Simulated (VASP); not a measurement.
Runs of VASP 6.6.1 on Rb. The structure is that of space group Im-3m (No. 229), or close to it. The cells are those of the table. 

```tsv
task	cell	cutoff (eV)	gap on the mesh (eV)	pressure (GPa)
single point	a = 4.861 Å, angles 109.5°, 1 atom	520	none	0.1
relaxation of cell and atoms	relaxed from a = 4.854 Å, angles 109.5°, 1 atom	600	none	0.0
single point	a = 5.053 Å, angles 109.5°, 1 atom	520	none	-0.2
single point	a = 4.910 Å, angles 109.5°, 1 atom	520	none	0.0
single point	a = 5.007 Å, angles 109.5°, 1 atom	520	none	(a)
```

Alike in all rows: level PBE; potentials or basis VASP PAW PBE potentials, release 64 (Rb_sv); no spin polarisation; k mesh 10 × 10 × 10; smearing gaussian 0.1 eV.

Q: Fill in the values left out.

A: (a) -0.1.

A k mesh can miss the band edges, and the runs leave out spin-orbit coupling on Rb.

A gap of «none» marks levels without a gap at the run's occupations.
